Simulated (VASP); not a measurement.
# TiC18 in VASP: a series of runs, part 2 of 2

VASP 6.6.1. The steps go on from the part before.

**3. Single point, PBE, collinear spin**

INCAR reads:

```
PREC     = Accurate       # precision mode
ENCUT    = 520            # plane-wave cutoff, eV
EDIFF    = 1E-6           # SCF threshold, eV
ISMEAR   = -1             # smearing method
SIGMA    = 0.05           # smearing width, eV
LREAL    = Auto         
LASPH    = T              # aspherical terms in the spheres
NELM     = 150            # most SCF steps
ALGO     = Normal         # electronic algorithm
ISIF     = 2              # what is computed and relaxed
LWAVE    = F              # write WAVECAR
LCHARG   = T              # write CHGCAR
ISPIN    = 2              # spin polarisation
MAGMOM   = 0 0 0 0 0 0 0 0 0 0 0 0 0 0 0 0 0 0 1.52 # initial moments
LORBIT   = 11             # projections on sites
LMAXMIX  = 4              # l up to which the mixer works
GGA      = PE             # functional
LELF     = T              # ELF
LVHAR    = T            
NBANDS   = 61             # bands
```

KPOINTS reads:

```
regular mesh
0
Gamma
  2 2 1
```

POSCAR reads:

```
TiC18
1.0
    7.3980000000      0.0000000000      0.0000000000
   -3.6990000000      6.4068560000      0.0000000000
    0.0000000000      0.0000000000     11.0000000000
C Ti
18 1
Direct
   -0.0007098360      0.0006530504      0.0902242727
    0.2227144284      0.1123647855      0.0902408182
   -0.0006865617      0.3330975443      0.0922490909
    0.2226887824      0.4447852426      0.0922517273
   -0.0007092758      0.6655173770      0.0902566364
    0.2227137929      0.7772294242      0.0902731818
    0.3344254862      0.0006522700      0.0902651818
    0.5572920388      0.1120866459      0.0924334545
    0.3341464019      0.3352319765      0.0924207273
    0.5551573654      0.4447853986      0.0922483636
    0.3341466302      0.6657958287      0.0924374545
    0.5551572222      0.7772536171      0.0922510909
    0.6668449205      0.0006290137      0.0922498182
    0.8878561673      0.1120864898      0.0924123636
    0.6668449333      0.3330975443      0.0922524545
    0.8878559330      0.4426504982      0.0924289091
    0.6647108577      0.6657961409      0.0924162727
    0.8875780179      0.7772284877      0.0902321818
    0.1109181996      0.8889804921      0.2568197273
```

Potentials or basis: VASP PAW PBE potentials, release 64 (C, Ti_sv).

Run with:

```
$ cat potpaw_PBE.64/C/POTCAR potpaw_PBE.64/Ti_sv/POTCAR > POTCAR
$ mpirun -np 1 vasp_std > vasp.out
```

OUTCAR:

```text
PREC = Accurate
   ENCUT = 520
   EDIFF = 1E-6
   ISMEAR = -1
   LREAL = Auto
   LASPH = T
   NELM = 150
   ISIF = 2
   ISPIN = 2
   LORBIT = 11
   GGA = PE

 ion  position               nearest neighbor table
   1  0.999  0.001  0.090-  14 1.43   2 1.43  18 1.43  19 2.32
   2  0.223  0.112  0.090-   9 1.43   7 1.43   1 1.43  19 2.33
   3  0.999  0.333  0.092-  16 1.42  14 1.42   4 1.43
   4  0.223  0.445  0.092-  11 1.42   9 1.42   3 1.43
   5  0.999  0.666  0.090-  16 1.43   6 1.43  18 1.43  19 2.33
   6  0.223  0.777  0.090-  11 1.43   7 1.43   5 1.43  19 2.33
   7  0.334  0.001  0.090-   8 1.43   6 1.43   2 1.43  19 2.33
   8  0.557  0.112  0.092-  13 1.42  15 1.42   7 1.43
   9  0.334  0.335  0.092-   4 1.42  10 1.42   2 1.43
  10  0.555  0.445  0.092-  17 1.42   9 1.42  15 1.43
  11  0.334  0.666  0.092-   4 1.42  12 1.42   6 1.43
  12  0.555  0.777  0.092-  11 1.42  17 1.42  13 1.43
  13  0.667  0.001  0.092-   8 1.42  14 1.42  12 1.43
  14  0.888  0.112  0.092-   3 1.42  13 1.42   1 1.43
  15  0.667  0.333  0.092-   8 1.42  16 1.42  10 1.43
  16  0.888  0.443  0.092-   3 1.42  15 1.42   5 1.43
  17  0.665  0.666  0.092-  10 1.42  12 1.42  18 1.43
  18  0.888  0.777  0.090-  17 1.43   5 1.43   1 1.43  19 2.32
  19  0.111  0.889  0.257-   1 2.32  18 2.32   2 2.33   5 2.33   7 2.33   6 2.33

  LATTYP: Found a hexagonal cell.
 ALAT       =     7.3980000000
 C/A-ratio  =     1.4868883482

  Lattice vectors:

 A1 = (   7.3980000000,   0.0000000000,   0.0000000000)
 A2 = (  -3.6990000000,   6.4068560000,   0.0000000000)
 A3 = (   0.0000000000,   0.0000000000,  11.0000000000)

Analysis of symmetry for initial positions (statically):
=====================================================================
 Subroutine PRICEL returns:
 Original cell was already a primitive cell.

 Routine SETGRP: Setting up the symmetry group for a
 hexagonal supercell.

 Subroutine GETGRP returns: Found  1 space group operations
 (whereof  1 operations were pure point group operations)
 out of a pool of 24 trial point group operations.

The static configuration has the point symmetry C_1 .

Analysis of symmetry for dynamics (positions and initial velocities):
=====================================================================
 Subroutine PRICEL returns:
 Original cell was already a primitive cell.

 Routine SETGRP: Setting up the symmetry group for a
 hexagonal supercell.

 Subroutine GETGRP returns: Found  1 space group operations
 (whereof  1 operations were pure point group operations)
 out of a pool of 24 trial point group operations.

The dynamic configuration has the point symmetry C_1 .

Analysis of structural, dynamic, and magnetic symmetry:
=====================================================================
 Subroutine PRICEL returns:
 Original cell was already a primitive cell.

 Routine SETGRP: Setting up the symmetry group for a
 hexagonal supercell.

 Subroutine GETGRP returns: Found  1 space group operations
 (whereof  1 operations were pure point group operations)
 out of a pool of 24 trial point group operations.

The overall configuration has the point symmetry C_1 .

[... 118 lines left out ...]
   ISYM   =      2    0-nonsym 1-usesym 2-fastsym
   POTIM  = 0.5000    time-step for ionic-motion
   TEBEG  =    0.0;   TEEND  =   0.0 temperature during run
   PSTRESS=    0.0 pullay stress
   NELECT =      84.0000    total number of electrons
   NUPDOWN=      -1.0000    fix difference up-down
   EMIN   =  10.00;   EMAX   =-10.00  energy-range for DOS
   EFERMI =   0.00;   METHOD = LEGACY
   ISMEAR =    -1;   SIGMA  =   0.05  broadening in eV -4-tet -1-fermi 0-gaus
   EFERMI_NEDOS =   21; number of points for ismear=-14 and -15
   IALGO  =     38    algorithm
   IMIX   =      4    mixing-type and parameters
     AMIX     =   0.40;   BMIX     =  1.00
     AMIX_MAG =   1.60;   BMIX_MAG =  1.00
  volume/ion in A,a.u.               =      27.44       185.18
  Fermi-wavevector in a.u.,A,eV,Ry     =   0.890808  1.683382 10.796743  0.793538
  Thomas-Fermi vector in A             =   2.012546
   LORBIT       =     11    0 simple, 1 ext, 2 COOP (PROOUT), +10 PAW based schemes
   GGA     = PE    functional components
   LHFCALC =     F    Hartree Fock is set to
   AEXX    =    0.0000 exact exchange contribution
   IVDW    =     0    specifies the selected vdW correction
   LEPSILON=     F    determine dielectric tensor
   LRPA    =     F    only Hartree local field effects (RPA)
 spin polarized calculation
  energy-cutoff  :      520.00
  volume of cell :      521.38
 maximum number of plane-waves:     14099
 NGX is ok and might be reduce to    56
   NGX = 27   NGY = 27   NGZ = 41

 number of electron      83.9999998 magnetization       1.9785264

 Free energy of the ion-electron system (eV)
  ---------------------------------------------------
  ext. energy  EPLUGINS =         0.00000000
  ---------------------------------------------------
  free energy    TOTEN  =      -170.25225406 eV

  energy without entropy =     -170.21503482  energy(sigma->0) =     -170.23364444

 E-fermi :   0.0299     XC(G=0):  -4.4429

 val. band max:       -0.0923542796   @ k =   0.0000   0.0000   0.0000
 cond. band min:       0.0794416868   @ k =   0.0000   0.5000   0.0000
 fundamental gap:      0.1717959664
 Fermi energy:         0.0298669610

 spin component 1

 k-point     1 :       0.0000    0.0000    0.0000
  band No.  band energies     occupation
      1     -57.8877      1.00000
      2     -34.4705      1.00000
      3     -34.1737      1.00000
      4     -34.1737      1.00000
      5     -20.2926      1.00000
      6     -17.9076      1.00000
[... 217 lines left out ...]
     53       3.6953      0.00000
     54       3.7831      0.00000
 Fermi energy:         0.0298669610

 spin component 2

 k-point     1 :       0.0000    0.0000    0.0000
  band No.  band energies     occupation
      1     -56.3842      1.00000
      2     -33.1041      1.00000
      3     -32.6045      1.00000
      4     -32.6045      1.00000
      5     -20.2685      1.00000
      6     -17.8608      1.00000
[... 217 lines left out ...]
     53       3.5060      0.00000
     54       3.9365      0.00000
 [bands above 54 left out]

------------------------ aborting loop because EDIFF is reached ----------------------------------------

  FORCE on cell =-STRESS in cart. coord.  units (eV):
  Direction    XX          YY          ZZ          XY          YZ          ZX
  --------------------------------------------------------------------------------------
  -------------------------------------------------------------------------------------
  Total        6.0483191      6.0560202     -0.7751111      0.0053713     -0.0027511      0.0099553
  in kB       18.5863156     18.6099807     -2.3818946      0.0165059     -0.0084541      0.0305922
  external PRESSURE =      11.6048005 kB  Pullay stress =       0.0000000 kB

 VOLUME and BASIS-vectors are now :
 -----------------------------------------------------------------------------
  energy-cutoff  :      520.00
  volume of cell :      521.38
      direct lattice vectors                 reciprocal lattice vectors
     7.398000000  0.000000000  0.000000000     0.135171668  0.078041398  0.000000000
    -3.699000000  6.406856000  0.000000000     0.000000000  0.156082796  0.000000000
     0.000000000  0.000000000 11.000000000     0.000000000  0.000000000  0.090909091

 POSITION                                       TOTAL-FORCE (eV/Angst)
 -----------------------------------------------------------------------------------
      7.39033      0.00418      0.99247         0.003877     -0.002279      0.047772
      1.23200      0.71991      0.99265        -0.004072      0.000609      0.052064
      6.16079      2.13411      1.01474        -0.022377     -0.015697      0.001464
      0.00219      2.84968      1.01477         0.022130      0.026114     -0.001161
      4.93100      4.26387      0.99282         0.006758      0.003507      0.052230
     -1.22734      4.97960      0.99300         0.000901      0.000165      0.047236
[... 11 lines left out ...]
      3.69133      4.97959      0.99255        -0.003224      0.002842      0.052254
     -2.46777      5.69557      2.82502         0.009603     -0.005505     -0.358921
 -----------------------------------------------------------------------------------
    total drift:                                0.018215     -0.007987     -0.050310

  FREE ENERGIE OF THE ION-ELECTRON SYSTEM (eV)
  ---------------------------------------------------
  free  energy   TOTEN  =      -170.2522540614 eV

  energy  without entropy=     -170.2150348180  energy(sigma->0) =     -170.23364444

 total charge

# of ion       s       p       d       tot
------------------------------------------
    1        0.856   1.800   0.000   2.656
    2        0.856   1.800   0.000   2.656
    3        0.862   1.797   0.000   2.658
    4        0.862   1.797   0.000   2.658
    5        0.856   1.800   0.000   2.656
    6        0.856   1.800   0.000   2.656
[... 11 lines left out ...]
   18        0.856   1.800   0.000   2.656
   19        2.123   6.017   2.177  10.317
--------------------------------------------------
tot         17.608  38.365   2.177  58.149

 magnetization (x)

# of ion       s       p       d       tot
------------------------------------------
    1       -0.000   0.006   0.000   0.006
    2       -0.000   0.006   0.000   0.006
    3        0.000   0.007   0.000   0.008
    4        0.000   0.007   0.000   0.008
    5       -0.000   0.006   0.000   0.006
    6       -0.000   0.006   0.000   0.006
[... 11 lines left out ...]
   18       -0.000   0.006   0.000   0.006
   19        0.005  -0.002   1.597   1.600
--------------------------------------------------
tot          0.008   0.074   1.597   1.679
```

It took 34 min on 1 thread of Intel Xeon 6975P-C (Granite Rapids), shared host; peak memory 0.81 GiB.

Results:

| Quantity | Value |
| --- | --- |
| Free energy | -170.2523 eV |
| Largest force | 0.359 eV/Å |
| Band gap on the k mesh | zero (filled and empty bands overlap) |
| Net moment | 1.98 μB per cell |
| Site moments | C +0.01, -0.00 (each value once); Ti +1.60 μB |
| Valence electrons inside the program's atomic spheres | C 2.66; Ti 10.32 |

Forces on the atoms (eV/Å):
```
C    0.004 -0.002  0.048
C   -0.004  0.001  0.052
C   -0.022 -0.016  0.001
C    0.022  0.026 -0.001
C    0.007  0.004  0.052
C    0.001  0.000  0.047
C    0.000 -0.007  0.052
C    0.008  0.002  0.008
C   -0.005  0.014  0.010
C   -0.028  0.015 -0.003
C    0.012 -0.006  0.009
C   -0.010 -0.033 -0.001
C    0.002  0.027  0.002
C   -0.007  0.005  0.011
C    0.026 -0.015  0.000
C    0.002 -0.009  0.008
C   -0.013 -0.003  0.010
C   -0.003  0.003  0.052
Ti   0.010 -0.006 -0.359
```

Caveat: the k points lie up to 0.49 Å⁻¹ apart, too coarse for converged energies and pressures of a metal.
